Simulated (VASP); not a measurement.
# Cu (P6_3/mmc) in VASP: further runs, part 2 of 2

VASP 6.6.1. Earlier steps stand in the parts before.

## (5) Single point, r2SCAN

This run uses another cell than the first one, of 11.44 Å³/atom, 1.136 times its volume.

Contents of POSCAR:

```
Cu
1.0
    2.5340970000      0.0000000000      0.0000000000
   -1.2670480000      2.1945920000      0.0000000000
    0.0000000000      0.0000000000      4.1125710000
Cu
2
Direct
    0.3333333333      0.6666666667      0.2500000000
    0.6666666667      0.3333333333      0.7500000000
```

Contents of INCAR.step1:

```
SYSTEM = Cu
  PREC = Accurate
  ENCUT = 520
  ISMEAR = 1
  SIGMA = 0.05
  LREAL = .False.
  LASPH = .True.
  NELM = 100
  NBANDS = 18
  GGA = PE
  ALGO = Normal
  EDIFF = 1E-4
  LWAVE = .True.
  LCHARG = .False.
```

Contents of INCAR.step2:

```
SYSTEM = Cu
  PREC = Accurate
  ENCUT = 520
  EDIFF = 1E-6
  ISMEAR = 1
  SIGMA = 0.05
  LREAL = .False.
  LASPH = .True.
  NELM = 100
  ALGO = Normal
  ISIF = 2
  LWAVE = .False.
  LCHARG = .False.
  METAGGA = R2SCAN
  LMIXTAU = .True.
  NBANDS = 18
  ISTART = 1
```

Contents of KPOINTS:

```
Automatic mesh
0
Gamma
  13 13 7
  0 0 0
```

Potentials or basis: VASP PAW PBE potentials, release 64 (Cu).

Command:

```console
$ cat potpaw_PBE.64/Cu/POTCAR > POTCAR
$ cp INCAR.step1 INCAR
$ mpirun -np 1 vasp_std > vasp.out
$ cp INCAR.step2 INCAR
$ mpirun -np 1 vasp_std > vasp.out
```

OUTCAR:

```text
SYSTEM = Cu
   PREC = Accurate
   ENCUT = 520
   EDIFF = 1E-6
   ISMEAR = 1
   LREAL = .False.
   LASPH = .True.
   NELM = 100
   ISIF = 2
   METAGGA = R2SCAN
   ISTART = 1

 ion  position               nearest neighbor table
   1  0.333  0.667  0.250-   2 2.52   2 2.52   2 2.52   2 2.52   2 2.52   2 2.52
   2  0.667  0.333  0.750-   1 2.52   1 2.52   1 2.52   1 2.52   1 2.52   1 2.52

  LATTYP: Found a hexagonal cell.
 ALAT       =     2.5340970000
 C/A-ratio  =     1.6228940723

  Lattice vectors:

 A1 = (   2.5340970000,   0.0000000000,   0.0000000000)
 A2 = (  -1.2670480000,   2.1945920000,   0.0000000000)
 A3 = (   0.0000000000,   0.0000000000,   4.1125710000)

Analysis of symmetry for initial positions (statically):
=====================================================================
 Subroutine PRICEL returns:
 Original cell was already a primitive cell.

 Routine SETGRP: Setting up the symmetry group for a
 hexagonal supercell.

 Subroutine GETGRP returns: Found 24 space group operations
 (whereof 12 operations were pure point group operations)
 out of a pool of 24 trial point group operations.

The static configuration has the point symmetry D_3d.
 The point group associated with its full space group is D_6h.

Analysis of symmetry for dynamics (positions and initial velocities):
=====================================================================
 Subroutine PRICEL returns:
 Original cell was already a primitive cell.

 Routine SETGRP: Setting up the symmetry group for a
 hexagonal supercell.

 Subroutine GETGRP returns: Found 24 space group operations
 (whereof 12 operations were pure point group operations)
 out of a pool of 24 trial point group operations.

The dynamic configuration has the point symmetry D_3d.
 The point group associated with its full space group is D_6h.

 Subroutine INISYM returns: Found 24 space group operations
 (whereof 12 operations are pure point group operations),
 and found     1 'primitive' translations

[... 115 lines left out ...]
  volume/ion in A,a.u.               =      11.44        77.17
  Fermi-wavevector in a.u.,A,eV,Ry     =   1.616041  3.053874 35.532798  2.611587
  Thomas-Fermi vector in A             =   2.710691
   LORBIT       =      0    0 simple, 1 ext, 2 COOP (PROOUT), +10 PAW based schemes
   METAGGA = R2SCAN    functional components
   LHFCALC =     F    Hartree Fock is set to
   AEXX    =    0.0000 exact exchange contribution
   IVDW    =     0    specifies the selected vdW correction
   LEPSILON=     F    determine dielectric tensor
   LRPA    =     F    only Hartree local field effects (RPA)
 non-spin polarized calculation
 Methfessel and Paxton  Order N= 1 SIGMA  =   0.05
  energy-cutoff  :      520.00
  volume of cell :       22.87
 maximum number of plane-waves:       634
 NGX is ok and might be reduce to    20
   NGX =  9   NGY =  9   NGZ = 15

 number of electron      21.9999980 magnetization

 Free energy of the ion-electron system (eV)
  ---------------------------------------------------
  ext. energy  EPLUGINS =         0.00000000
  ---------------------------------------------------
  free energy    TOTEN  =       -21.64379955 eV

  energy without entropy =      -21.64366802  energy(sigma->0) =      -21.64375571

 E-fermi :   7.8524     XC(G=0): -13.9635

 val. band max:        7.7178114960   @ k =   0.3846   0.0000   0.4286
 cond. band min:       7.8607145884   @ k =   0.1538   0.0000   0.1429
 fundamental gap:      0.1429030924
 Fermi energy:         7.8523715125

 k-point     1 :       0.0000    0.0000    0.0000
  band No.  band energies     occupation
      1      -2.1263      2.00000
      2       2.3813      2.00000
      3       4.5753      2.00000
      4       4.6048      2.00000
      5       4.6049      2.00000
      6       4.8322      2.00000
[... 481 lines left out ...]
      5       4.6245      2.00000
      6       4.7866      2.00000
[... 10 lines left out ...]
     17      30.1693      0.00000
     18      31.5777      0.00000

 [... further k-points ...]

------------------------ aborting loop because EDIFF is reached ----------------------------------------

  FORCE on cell =-STRESS in cart. coord.  units (eV):
  Direction    XX          YY          ZZ          XY          YZ          ZX
  --------------------------------------------------------------------------------------
  -------------------------------------------------------------------------------------
  Total       -0.0658196     -0.0658196      0.4660470     -0.0000000      0.0000000      0.0000000
  in kB       -4.6107938     -4.6107922     32.6474964     -0.0000011      0.0000000      0.0000000
  external PRESSURE =       7.8086368 kB  Pullay stress =       0.0000000 kB

 VOLUME and BASIS-vectors are now :
 -----------------------------------------------------------------------------
  energy-cutoff  :      520.00
  volume of cell :       22.87
      direct lattice vectors                 reciprocal lattice vectors
     2.534097000  0.000000000  0.000000000     0.394617886  0.227832692  0.000000000
    -1.267048000  2.194592000  0.000000000     0.000000000  0.455665563  0.000000000
     0.000000000  0.000000000  4.112571000     0.000000000  0.000000000  0.243156896

 POSITION                                       TOTAL-FORCE (eV/Angst)
 -----------------------------------------------------------------------------------
      0.00000      1.46306      1.02814         0.000000      0.000000      0.000000
      1.26705      0.73153      3.08443        -0.000000     -0.000000      0.000000
 -----------------------------------------------------------------------------------
    total drift:                                0.000000     -0.000000      0.000000

  FREE ENERGIE OF THE ION-ELECTRON SYSTEM (eV)
  ---------------------------------------------------
  free  energy   TOTEN  =       -21.6437995516 eV

  energy  without entropy=      -21.6436680167  energy(sigma->0) =      -21.64375571
```

OUTCAR.step1:

```text
SYSTEM = Cu
   PREC = Accurate
   ENCUT = 520
   ISMEAR = 1
   LREAL = .False.
   LASPH = .True.
[... 729 lines left out ...]
      0.00000      1.46306      1.02814        -0.000000     -0.000000      0.000000
      1.26705      0.73153      3.08443         0.000000      0.000000      0.000000
 -----------------------------------------------------------------------------------
    total drift:                                0.000000     -0.000000      0.000000

  FREE ENERGIE OF THE ION-ELECTRON SYSTEM (eV)
  ---------------------------------------------------
  free  energy   TOTEN  =        -7.4218297317 eV

  energy  without entropy=       -7.4216841516  energy(sigma->0) =       -7.42178121
```

OSZICAR.step1:

```text
N       E                     dE             d eps       ncg     rms          rms(c)
DAV:   1     0.120972986191E+03    0.12097E+03   -0.10454E+04  3304   0.220E+03
DAV:   2    -0.309937466135E+01   -0.12407E+03   -0.11778E+03  3034   0.288E+02
DAV:   3    -0.919095457098E+01   -0.60916E+01   -0.58405E+01  3460   0.852E+01
DAV:   4    -0.925584662450E+01   -0.64892E-01   -0.64852E-01  3594   0.952E+00
DAV:   5    -0.925666292133E+01   -0.81630E-03   -0.81626E-03  3734   0.925E-01    0.109E+01
DAV:   6    -0.810431840640E+01    0.11523E+01   -0.10796E+01  3240   0.958E+01    0.525E+00
DAV:   7    -0.744804459829E+01    0.65627E+00   -0.20890E+00  3294   0.388E+01    0.825E-01
DAV:   8    -0.742543375614E+01    0.22611E-01   -0.14621E-02  3558   0.143E+00    0.448E-01
DAV:   9    -0.742179652430E+01    0.36372E-02   -0.53560E-03  3570   0.212E+00    0.231E-02
DAV:  10    -0.742182973173E+01   -0.33207E-04   -0.17929E-04  3108   0.145E-01
   1 F= -.74218297E+01 E0= -.74217812E+01  d E =-.145580E-03
```

It took 1.7 min on 1 thread of AMD EPYC 7R43 (Zen 3), shared host; peak memory 0.12 GiB.

What came out:

```yaml
Free_energy: -21.6438 eV
Pressure: 0.8 GPa
Band_gap_on_the_k_mesh: zero (band 11 reaches 11.00 eV, above the bottom of band 12 at 5.76 eV)
```

Stress tensor (GPa, compression positive):
```
-0.46  0.00  0.00
 0.00 -0.46  0.00
 0.00  0.00  3.26
```

Levels at points of the mesh, in eV from the Fermi level:
```csv
k point,band 7,band 8,band 9,band 10,band 11,band 12,band 13,band 14,band 15,band 16
"(0.00, 0.00, 0.00)",-3.02,-2.74,-2.74,-1.94,-1.94,-1.13,4.17,22.28,23.08,23.08
```

Caveat: the PAW data sets were made with another functional, which shifts forces and pressure a little.

## (6) Single point, r2SCAN

This run uses another cell than the first one, of 11.89 Å³/atom, 1.182 times its volume.

Contents of POSCAR:

```
Cu
1.0
    2.5674442057      0.0000000000      0.0000000000
   -1.2837215963      2.2234715223      0.0000000000
    0.0000000000      0.0000000000      4.1666899825
Cu
2
Direct
    0.3333333333      0.6666666667      0.2500000000
    0.6666666667      0.3333333333      0.7500000000
```

Contents of INCAR.step1:

```
SYSTEM = Cu
PREC     = Accurate       ! precision mode
ENCUT    = 520            ! plane-wave cutoff, eV
ISMEAR   = 1              ! smearing method
SIGMA    = 0.05           ! smearing width, eV
LREAL    = .FALSE.        ! projectors in reciprocal space
LASPH    = .TRUE.         ! aspherical terms in the spheres
NELM     = 100            ! most SCF steps
NBANDS   = 18             ! bands
GGA      = PE             ! functional
ALGO     = Normal         ! electronic algorithm
EDIFF    = 1E-4           ! SCF threshold, eV
LWAVE    = .TRUE.         ! write WAVECAR
LCHARG   = .FALSE.        ! write CHGCAR
```

Contents of INCAR.step2:

```
SYSTEM = Cu
PREC     = Accurate       ! precision mode
ENCUT    = 520            ! plane-wave cutoff, eV
EDIFF    = 1E-6           ! SCF threshold, eV
ISMEAR   = 1              ! smearing method
SIGMA    = 0.05           ! smearing width, eV
LREAL    = .FALSE.        ! projectors in reciprocal space
LASPH    = .TRUE.         ! aspherical terms in the spheres
NELM     = 100            ! most SCF steps
ALGO     = Normal         ! electronic algorithm
ISIF     = 2              ! what is computed and relaxed
LWAVE    = .FALSE.        ! write WAVECAR
LCHARG   = .FALSE.        ! write CHGCAR
METAGGA  = R2SCAN         ! meta-GGA
LMIXTAU  = .TRUE.       
NBANDS   = 18             ! bands
ISTART   = 1
```

Contents of KPOINTS:

```
regular mesh
0
G
  13 13 7
  0 0 0
```

Potentials or basis: VASP PAW PBE potentials, release 64 (Cu).

Command:

```console
$ cat potpaw_PBE.64/Cu/POTCAR > POTCAR
$ cp INCAR.step1 INCAR
$ mpirun -np 1 vasp_std > vasp.out
$ cp INCAR.step2 INCAR
$ mpirun -np 1 vasp_std > vasp.out
```

Wall time 2 min (1 thread of AMD EPYC 7R43 (Zen 3), shared host); peak memory 0.12 GiB.

It converged, with:

```
Free energy            : -21.6315 eV
Pressure               : -5.1 GPa
Band gap on the k mesh : zero (band 11 reaches 10.43 eV, above the bottom of band 12 at 5.32 eV)
```

Stress tensor (GPa, compression positive):
```
-6.20  0.00  0.00
 0.00 -6.20  0.00
 0.00  0.00 -2.77
```

Levels at points of the mesh, in eV from the Fermi level:
```tsv
k point	band 9	band 10	band 11	band 12	band 13	band 14
(0.00, 0.00, 0.00)	-2.64	-1.88	-1.88	-1.00	3.98	21.97
```

Caveat: the PAW data sets were made with another functional, which shifts forces and pressure a little.

## (7) Summary

| cell | gap on the mesh (eV) | pressure (GPa) |
| --- | --- | --- |
| a = 2.428, b = 2.428, c = 3.941 Å, angles 90.0, 90.0, 120.0°, 2 atoms | none | 29.6 |
| a = 2.465, b = 2.465, c = 4.000 Å, angles 90.0, 90.0, 120.0°, 2 atoms | none | 17.6 |
| a = 2.500, b = 2.500, c = 4.057 Å, angles 90.0, 90.0, 120.0°, 2 atoms | none | 8.1 |
| a = 2.534, b = 2.534, c = 4.113 Å, angles 90.0, 90.0, 120.0°, 2 atoms | none | 0.8 |
| a = 2.567, b = 2.567, c = 4.167 Å, angles 90.0, 90.0, 120.0°, 2 atoms | none | -5.1 |

Alike in all rows: task single point; level r2SCAN; potentials or basis VASP PAW PBE potentials, release 64 (Cu); no spin polarisation; k mesh 13 × 13 × 7; cutoff (eV) 520; smearing methfessel-paxton 0.05 eV.

Caveats: the PAW data sets were made with another functional, which shifts forces and pressure a little.

Total energies depend on the potentials used, so only differences within one code and one set of settings carry meaning.
